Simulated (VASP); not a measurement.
Zr12H (a cell with a defect), 13 atoms in the cell. The cell holds a defect, 13 atoms: a = 6.460 Å, b = 9.690 Å, c = 5.145 Å, α = 90.00°, β = 90.00°, γ = 120.00°. 

| Quantity | Value |
| --- | --- |
| Program | VASP 6.6.1 |
| Task | single point |
| Functional | PBEsol |
| Potentials or basis | VASP PAW PBE potentials, release 64 (Zr_sv, H) |
| Cutoff | 520 eV |
| k mesh | 4 × 3 × 4 |
| Occupations | gaussian, width 0.1 eV |
| Spin | no spin polarisation |
| Dipole correction | no |
| Further INCAR settings | ALGO = Normal; EDIFF = 1e-07; NBANDS = 84 |

Potentials or basis: VASP PAW PBE potentials, release 64 (Zr_sv, H).

Command:

```console
$ cat potpaw_PBE.64/Zr_sv/POTCAR potpaw_PBE.64/H/POTCAR > POTCAR
$ mpirun -np 1 vasp_std > vasp.out
```

Hardware: 1 thread of Oxide Virtual Turin-like Processor, on a shared host.

Task: Estimate the wall time of this run.

Result: It took 34 min on 1 thread of Oxide Virtual Turin-like Processor, with other jobs on the host, peak memory 0.57 GiB. Counts: scf iterations 17, k points 26.
